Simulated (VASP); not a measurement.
# Mn3Sb (Fm-3m) in VASP: notebook

Runs on Mn3Sb. Level: PBEsol. Tasks: single point.

All numbers are computed with VASP 6.6.1; they aren't measurements. Logs are shortened: lines on timing, memory, paths and dates and some standing lists are left out, and cuts for length are marked.

## Step 1: The cell of the first run

It takes space group Fm-3m (No. 225, cubic). Conventional cell: a = 5.988 Å, b = 5.988 Å, c = 5.988 Å, α = 90.00°, β = 90.00°, γ = 90.00°. Within 3.4 Å of Mn (site symmetry -43m) lie 4 Sb at 2.59 Å and 10 Mn at 2.59 to 2.99 Å. Mn (site symmetry m-3m) has 8 Mn at 2.59 Å and 6 Sb at 2.99 Å within 3.4 Å. Sb (site symmetry m-3m) has 14 Mn at 2.59 to 2.99 Å within 3.4 Å.

## Step 2: Single point, PBEsol

Input file INCAR:

```
SYSTEM = Mn3Sb
PREC     = Accurate       ! precision mode
ENCUT    = 520            ! plane-wave cutoff, eV
EDIFF    = 1E-7           ! SCF threshold, eV
ISMEAR   = -1             ! smearing method
SIGMA    = 0.1            ! smearing width, eV
LREAL    = .FALSE.        ! projectors in reciprocal space
LASPH    = .TRUE.         ! aspherical terms in the spheres
NELM     = 80             ! most SCF steps
ALGO     = Normal         ! electronic algorithm
ISIF     = 2              ! what is computed and relaxed
LWAVE    = .FALSE.        ! write WAVECAR
LCHARG   = .FALSE.        ! write CHGCAR
GGA      = PS             ! functional
NBANDS   = 54             ! bands
```

Input file KPOINTS:

```
regular mesh
0
G
  3 6 6
  0 0 0
```

Input file POSCAR:

```
Mn3Sb
1.0
    0.0000000000      5.9882440000      5.9882440000
    2.9941220000      0.0000000000      2.9941220000
    2.9941220000      2.9941220000      0.0000000000
Mn Sb
6 2
Direct
    0.3750000000      0.7500000000      0.7500000000
    0.1250000000      0.2500000000      0.2500000000
    0.0000000000      0.0000000000      0.0000000000
    0.8750000000      0.7500000000      0.7500000000
    0.6250000000      0.2500000000      0.2500000000
    0.5000000000      0.0000000000      0.0000000000
    0.2500000000      0.5000000000      0.5000000000
    0.7500000000      0.5000000000      0.5000000000
```

Potentials or basis: VASP PAW PBE potentials, release 64 (Mn_pv, Sb).

The run is started by

```
$ cat potpaw_PBE.64/Mn_pv/POTCAR potpaw_PBE.64/Sb/POTCAR > POTCAR
$ mpirun -np 1 vasp_std > vasp.out
```

OUTCAR:

```text
SYSTEM = Mn3Sb
   PREC = Accurate
   ENCUT = 520
   EDIFF = 1E-7
   ISMEAR = -1
   LREAL = .FALSE.
   LASPH = .TRUE.
   NELM = 80
   ISIF = 2
   GGA = PS

 ion  position               nearest neighbor table
   1  0.375  0.750  0.750-   7 2.59   3 2.59   8 2.59   6 2.59   7 2.59   7 2.59   6 2.59   6 2.59
                             5 2.99   2 2.99   2 2.99   5 2.99   2 2.99   5 2.99
   2  0.125  0.250  0.250-   3 2.59   6 2.59   8 2.59   7 2.59   7 2.59   3 2.59   7 2.59   3 2.59
                             4 2.99   4 2.99   1 2.99   4 2.99   1 2.99   1 2.99
   3  0.000  0.000  0.000-   4 2.59   1 2.59   5 2.59   2 2.59   4 2.59   4 2.59   2 2.59   2 2.59
                             7 2.99   8 2.99   8 2.99   7 2.99   8 2.99   7 2.99
   4  0.875  0.750  0.750-   8 2.59   6 2.59   7 2.59   3 2.59   3 2.59   8 2.59   3 2.59   8 2.59
                             5 2.99   5 2.99   2 2.99   2 2.99   5 2.99   2 2.99
   5  0.625  0.250  0.250-   6 2.59   3 2.59   7 2.59   8 2.59   6 2.59   8 2.59   8 2.59   6 2.59
                             4 2.99   1 2.99   1 2.99   4 2.99   1 2.99   4 2.99
   6  0.500  0.000  0.000-   1 2.59   2 2.59   4 2.59   5 2.59   1 2.59   5 2.59   5 2.59   1 2.59
                             7 2.99   8 2.99   7 2.99   7 2.99   8 2.99   8 2.99
   7  0.250  0.500  0.500-   2 2.59   4 2.59   5 2.59   1 2.59   2 2.59   1 2.59   1 2.59   2 2.59
                             3 2.99   6 2.99   3 2.99   3 2.99   6 2.99   6 2.99
   8  0.750  0.500  0.500-   5 2.59   1 2.59   2 2.59   4 2.59   4 2.59   5 2.59   4 2.59   5 2.59
                             6 2.99   6 2.99   3 2.99   3 2.99   6 2.99   3 2.99

  LATTYP: Found a trigonal (rhomboedric) cell.
 ALAT       =     7.3340711276
 COS(alpha) =     0.8333333333

  Lattice vectors:

 A1 = (   2.9941220000,  -2.9941220000,  -5.9882440000)
 A2 = (   5.9882440000,  -2.9941220000,  -2.9941220000)
 A3 = (   2.9941220000,  -5.9882440000,  -2.9941220000)

Analysis of symmetry for initial positions (statically):
=====================================================================
 Subroutine PRICEL returns following result:

  LATTYP: Found a face centered cubic cell.
 ALAT       =     5.9882440000

  Lattice vectors:

 A1 = (   0.0000000000,   2.9941220000,   2.9941220000)
 A2 = (   2.9941220000,   0.0000000000,   2.9941220000)
 A3 = (   2.9941220000,   2.9941220000,   0.0000000000)

   2 primitive cells build up your supercell.

 Routine SETGRP: Setting up the symmetry group for a
 trigonal (rhombohedral) supercell.

 Subroutine GETGRP returns: Found 12 space group operations
 (whereof 12 operations were pure point group operations)
 out of a pool of 12 trial point group operations.

The static configuration has the point symmetry D_3d.

Analysis of symmetry for dynamics (positions and initial velocities):
[... 146 lines left out ...]
   NELECT =      88.0000    total number of electrons
   NUPDOWN=      -1.0000    fix difference up-down
   EMIN   =  10.00;   EMAX   =-10.00  energy-range for DOS
   EFERMI =   0.00;   METHOD = LEGACY
   ISMEAR =    -1;   SIGMA  =   0.10  broadening in eV -4-tet -1-fermi 0-gaus
   EFERMI_NEDOS =   21; number of points for ismear=-14 and -15
   IALGO  =     38    algorithm
   IMIX   =      4    mixing-type and parameters
     AMIX     =   0.40;   BMIX     =  1.00
     AMIX_MAG =   1.60;   BMIX_MAG =  1.00
  volume/ion in A,a.u.               =      13.42        90.57
  Fermi-wavevector in a.u.,A,eV,Ry     =   1.532073  2.895199 31.936259  2.347249
  Thomas-Fermi vector in A             =   2.639330
   LORBIT       =      0    0 simple, 1 ext, 2 COOP (PROOUT), +10 PAW based schemes
   GGA     = PS    functional components
   LHFCALC =     F    Hartree Fock is set to
   AEXX    =    0.0000 exact exchange contribution
   IVDW    =     0    specifies the selected vdW correction
   LEPSILON=     F    determine dielectric tensor
   LRPA    =     F    only Hartree local field effects (RPA)
 non-spin polarized calculation
  energy-cutoff  :      520.00
  volume of cell :      107.37
 maximum number of plane-waves:      2917
   NGX = 31   NGY = 15   NGZ = 15

 number of electron      87.9999913 magnetization

 Free energy of the ion-electron system (eV)
  ---------------------------------------------------
  ext. energy  EPLUGINS =         0.00000000
  ---------------------------------------------------
  free energy    TOTEN  =       -65.07413409 eV

  energy without entropy =      -64.58002186  energy(sigma->0) =      -64.82707797

 E-fermi :  10.9842     XC(G=0): -13.0784

 val. band max:       10.9592420455   @ k =  -0.3333   0.1667   0.0000
 cond. band min:      11.0023451316   @ k =   0.0000   0.5000   0.1667
 fundamental gap:      0.0431030861
 Fermi energy:        10.9841640900

 k-point     1 :       0.0000    0.0000    0.0000
  band No.  band energies     occupation
      1     -36.9793      2.00000
      2     -36.9793      2.00000
      3     -36.9638      2.00000
      4     -36.9638      2.00000
      5     -36.9638      2.00000
      6     -36.9629      2.00000
[... 901 lines left out ...]
     53      11.9962      0.00008
     54      12.0456      0.00005

------------------------ aborting loop because EDIFF is reached ----------------------------------------

  FORCE on cell =-STRESS in cart. coord.  units (eV):
  Direction    XX          YY          ZZ          XY          YZ          ZX
  --------------------------------------------------------------------------------------
  -------------------------------------------------------------------------------------
  Total       -9.5328975     -9.5328975     -9.5328975     -0.0000069      0.0000069     -0.0000069
  in kB     -142.2548361   -142.2548361   -142.2548361     -0.0001023      0.0001023     -0.0001023
  external PRESSURE =    -142.2548361 kB  Pullay stress =       0.0000000 kB

 VOLUME and BASIS-vectors are now :
 -----------------------------------------------------------------------------
  energy-cutoff  :      520.00
  volume of cell :      107.37
      direct lattice vectors                 reciprocal lattice vectors
     0.000000000  5.988244000  5.988244000    -0.083496932  0.083496932  0.083496932
     2.994122000  0.000000000  2.994122000     0.166993863 -0.166993863  0.166993863
     2.994122000  2.994122000  0.000000000     0.166993863  0.166993863 -0.166993863

 POSITION                                       TOTAL-FORCE (eV/Angst)
 -----------------------------------------------------------------------------------
      4.49118      4.49118      4.49118         0.000006     -0.000006     -0.000006
      1.49706      1.49706      1.49706        -0.000006      0.000006      0.000006
      0.00000      0.00000      0.00000        -0.000000     -0.000000     -0.000000
      4.49118      7.48530      7.48530         0.000006     -0.000006     -0.000006
      1.49706      4.49118      4.49118        -0.000006      0.000006      0.000006
      0.00000      2.99412      2.99412        -0.000000     -0.000000     -0.000000
      2.99412      2.99412      2.99412        -0.000000     -0.000000     -0.000000
      2.99412      5.98824      5.98824        -0.000000     -0.000000     -0.000000
 -----------------------------------------------------------------------------------
    total drift:                                0.000000      0.000000     -0.000000

  FREE ENERGIE OF THE ION-ELECTRON SYSTEM (eV)
  ---------------------------------------------------
  free  energy   TOTEN  =       -65.0741340903 eV

  energy  without entropy=      -64.5800218585  energy(sigma->0) =      -64.82707797
```

OSZICAR:

```text
N       E                     dE             d eps       ncg     rms          rms(c)
DAV:   1     0.112862480000E+04    0.11286E+04   -0.47869E+04  1824   0.201E+03
[... 11 lines left out ...]
DAV:  13    -0.650741803421E+02    0.38677E-04   -0.30067E-04  2250   0.173E-01    0.940E-02
DAV:  14    -0.650741385125E+02    0.41830E-04   -0.12770E-04  2144   0.847E-02    0.261E-02
DAV:  15    -0.650741345752E+02    0.39373E-05   -0.16223E-05  2484   0.224E-02    0.668E-03
DAV:  16    -0.650741340536E+02    0.52164E-06   -0.79926E-07  1910   0.488E-03    0.241E-03
DAV:  17    -0.650741341895E+02   -0.13591E-06   -0.66168E-08  1002   0.162E-03    0.104E-03
DAV:  18    -0.650741340844E+02    0.10503E-06   -0.17332E-08   978   0.940E-04    0.248E-04
DAV:  19    -0.650741340903E+02   -0.58244E-08   -0.38876E-09   960   0.373E-04
   1 F= -.65074134E+02 E0= -.64827078E+02  d E =-.494112E+00
```

Wall time 63 s (1 thread of Intel Xeon 6975P-C (Granite Rapids), shared host); peak memory 0.27 GiB.

What came out:

- Free energy: -65.0741 eV
- Pressure: -14.2 GPa
- Band gap on the k mesh: zero (bands 44 and 45 overlap by 0.32 eV)

Levels at points of the mesh, in eV from the Fermi level:
```
           k point  band 42  band 43  band 44  band 45  band 46  band 47
(0.00, 0.00, 0.00)     0.14     0.17     0.17     0.29     0.29     0.34
(0.00, 0.50, 0.00)    -0.84    -0.10    -0.03     0.17     0.17     0.20
```

Caveat: the cell stands under tension; the PAW data sets were made with another functional, which shifts forces and pressure a little; spin-orbit coupling is left out, which moves the levels of the heavy elements; the run has no spin polarisation, though such a crystal can be magnetic. Spin polarisation is off, so any magnetic state and its effect on volume and gap are missing.

## Step 3: Single point, PBEsol, collinear spin, ferromagnetic start

Input file INCAR:

```
SYSTEM = Mn3Sb
ALGO = Normal
EDIFF = 1E-6
ENCUT = 520
GGA = PS
ISIF = 2
ISMEAR = -1
ISPIN = 2
LASPH = .TRUE.
LCHARG = .FALSE.
LMAXMIX = 4
LORBIT = 11
LREAL = .FALSE.
LWAVE = .FALSE.
MAGMOM = 3.2 3.2 3.2 3.2 3.2 3.2 0 0
NBANDS = 58
NELM = 150
PREC = Accurate
SIGMA = 0.1
```

Input file KPOINTS:

```
k-points
0
G
  3 6 6
  0 0 0
```

POSCAR is that of step 2.

Potentials or basis: VASP PAW PBE potentials, release 64 (Mn_pv, Sb).

The run is started by

```
$ cat potpaw_PBE.64/Mn_pv/POTCAR potpaw_PBE.64/Sb/POTCAR > POTCAR
$ mpirun -np 1 vasp_std > vasp.out
```

Run time: 2.9 min. Hardware: 1 thread of Intel Xeon 6975P-C (Granite Rapids), shared host; peak memory 0.38 GiB.

It converged, with:

```yaml
Free_energy: -66.6908 eV
Pressure: -8.2 GPa
Net_moment: 4.06 μB per cell
Site_moments: Mn -0.48, +2.88 (each value once); Sb +0.03 μB
Valence_electrons_inside_the_program's_atomic_spheres: Mn 11.88, 11.69 (each value once); Sb 2.56
```

Levels at points of the mesh, in eV from the Fermi level:
Spin up:
| k point | band 44 | band 45 | band 46 | band 47 | band 48 | band 49 |
| --- | --- | --- | --- | --- | --- | --- |
| (0.00, 0.00, 0.00) | 0.04 | 0.04 | 0.12 | 0.40 | 0.40 | 0.40 |
| (0.00, 0.50, 0.00) | -0.64 | -0.64 | -0.27 | 0.04 | 0.04 | 0.12 |
Spin down:
| k point | band 38 | band 39 | band 40 | band 41 | band 42 | band 43 | band 44 | band 45 | band 46 | band 47 |
| --- | --- | --- | --- | --- | --- | --- | --- | --- | --- | --- |
| (0.00, 0.00, 0.00) | -1.04 | -1.04 | 0.02 | 0.02 | 0.02 | 0.59 | 0.59 | 0.68 | 0.68 | 1.13 |
| (0.00, 0.50, 0.00) | -1.04 | -1.04 | -1.04 | -1.04 | -0.29 | 0.51 | 0.54 | 0.68 | 0.68 | 0.70 |

Caveat: the cell stands under tension; the PAW data sets were made with another functional, which shifts forces and pressure a little; spin-orbit coupling is left out, which moves the levels of the heavy elements; the run started ferromagnetic, and an antiferromagnetic order may lie lower in energy.

## Step 4: Single point, PBEsol, collinear spin, antiferromagnetic start

Input file INCAR:

```
SYSTEM = Mn3Sb
PREC = Accurate ; ENCUT = 520
EDIFF = 1E-6 ; ISMEAR = -1
SIGMA = 0.1 ; LREAL = .FALSE.
LASPH = .TRUE. ; NELM = 150
ALGO = Normal ; ISIF = 2
LWAVE = .FALSE. ; LCHARG = .TRUE.
ISPIN = 2 ; MAGMOM = 3.2 3.2 3.2 -3.2 -3.2 -3.2 0 0
LORBIT = 11 ; LMAXMIX = 4
GGA = PS ; LELF = .TRUE.
LVHAR = .TRUE. ; NBANDS = 58
```

Input file KPOINTS:

```
regular mesh
0
G
  3 6 6
  0 0 0
```

POSCAR is that of step 3.

The run is started by

```
$ cat potpaw_PBE.64/Mn_pv/POTCAR potpaw_PBE.64/Sb/POTCAR > POTCAR
$ mpirun -np 1 vasp_std > vasp.out
```

Run time: 3.8 min. Hardware: 1 thread of Intel Xeon 6975P-C (Granite Rapids), shared host; peak memory 0.38 GiB.

It converged, with:

```
Free energy                                           : -66.6614 eV
Pressure                                              : -9.5 GPa
Band gap on the k mesh                                : zero (filled and empty bands overlap)
Net moment                                            : 0.00 μB per cell
Site moments                                          : Mn +0.29, -0.29, +2.68, -2.68 (each value once); Sb -0.00, +0.00 μB
Valence electrons inside the program's atomic spheres : Mn 11.88, 11.69 (each value once); Sb 2.56
```

Stress tensor (GPa, compression positive):
```
-9.46  0.37  0.37
 0.37 -9.46 -0.37
 0.37 -0.37 -9.46
```

Levels at points of the mesh, in eV from the Fermi level:
Spin up:
| k point | band 41 | band 42 | band 43 | band 44 | band 45 | band 46 | band 47 | band 48 |
| --- | --- | --- | --- | --- | --- | --- | --- | --- |
| (0.00, 0.00, 0.00) | -0.66 | 0.13 | 0.21 | 0.21 | 0.46 | 0.46 | 0.73 | 0.73 |
| (0.00, 0.50, 0.00) | -0.81 | -0.76 | -0.68 | -0.07 | 0.06 | 0.13 | 0.21 | 0.67 |
Spin down:
```
           k point  band 41  band 42  band 43  band 44  band 45  band 46  band 47  band 48
(0.00, 0.00, 0.00)    -0.66     0.13     0.21     0.21     0.46     0.46     0.73     0.73
(0.00, 0.50, 0.00)    -0.81    -0.76    -0.68    -0.07     0.06     0.13     0.21     0.67
```

Caveat: the cell stands under tension; the antiferromagnetic order is the one typed at the start, and another may lie lower; the PAW data sets were made with another functional, which shifts forces and pressure a little; spin-orbit coupling is left out, which moves the levels of the heavy elements.

## Step 5: The runs side by side

| spin | gap on the mesh (eV) | pressure (GPa) | moment (μB) |
| --- | --- | --- | --- |
| off | none | -14.2 | - |
| collinear, ferromagnetic start | none | -8.2 | 4.06 |
| collinear, antiferromagnetic start | none | -9.5 | 0.00 |

Alike in all rows: task single point; level PBEsol; potentials or basis VASP PAW PBE potentials, release 64 (Mn_pv, Sb); cell as given; k mesh 3 × 6 × 6; cutoff (eV) 520; smearing fermi-dirac 0.1 eV.

Caveats: the cell stands under tension; the PAW data sets were made with another functional, which shifts forces and pressure a little; spin-orbit coupling is left out, which moves the levels of the heavy elements; the run started ferromagnetic, and an antiferromagnetic order may lie lower in energy (at least some runs); the antiferromagnetic order is the one typed at the start, and another may lie lower (at least some runs).

Total energies depend on the potentials used, so only differences within one code and one set of settings carry meaning.

The gap in the log of VASP goes by the Fermi energy; the results here count the filled bands.